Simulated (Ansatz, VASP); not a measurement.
## Two plane-wave programs on CsI

```xyz
2
Lattice="4.5667 0.0000 0.0000 0.0000 4.5667 0.0000 0.0000 0.0000 4.6466" Properties=species:S:1:pos:R:3 pbc="T T T"
Cs    0.0000    0.0000    0.0000
I     2.2833    2.2833    2.3233
```

Change from the starting cell: strain +0.0175 x Voigt [0, 0, 1, 0, 0, 0], atoms carried along.

Alike in both runs: task single point; functional PBE; k mesh 6 × 6 × 6; occupations gaussian, width 0.05 eV; no spin polarisation.

|  | VASP | Ansatz |
| --- | --- | --- |
| version | VASP 6.6.1 | Ansatz 0.2.0 |
| potentials or method | VASP PAW PBE potentials, release 64 (Cs_sv, I), cutoff 500 eV | scalar-relativistic, plane waves, PAW |
| valence electrons in the cell | 16 | 26 |

VASP gave:

- gap on the k mesh at the Fermi level (eV): 3.79
- least direct gap on the mesh (eV): 3.88
- pressure (GPa): 0.6
- traceless stress, the component that is largest in VASP (GPa): -0.20

Question: What did Ansatz give for the same quantities?

Answer: gap on the k mesh at the Fermi level (eV): 3.80; least direct gap on the mesh (eV): 3.89; pressure (GPa): 0.5; traceless stress, the component that is largest in VASP (GPa): -0.20.

With one functional, cell and mesh, what is left measures potentials, basis and numerics. VASP's potentials hold 16 valence electrons a cell and Ansatz's 26, so a difference there can come from the potentials and not from the codes.

Neither program's run includes spin-orbit coupling.
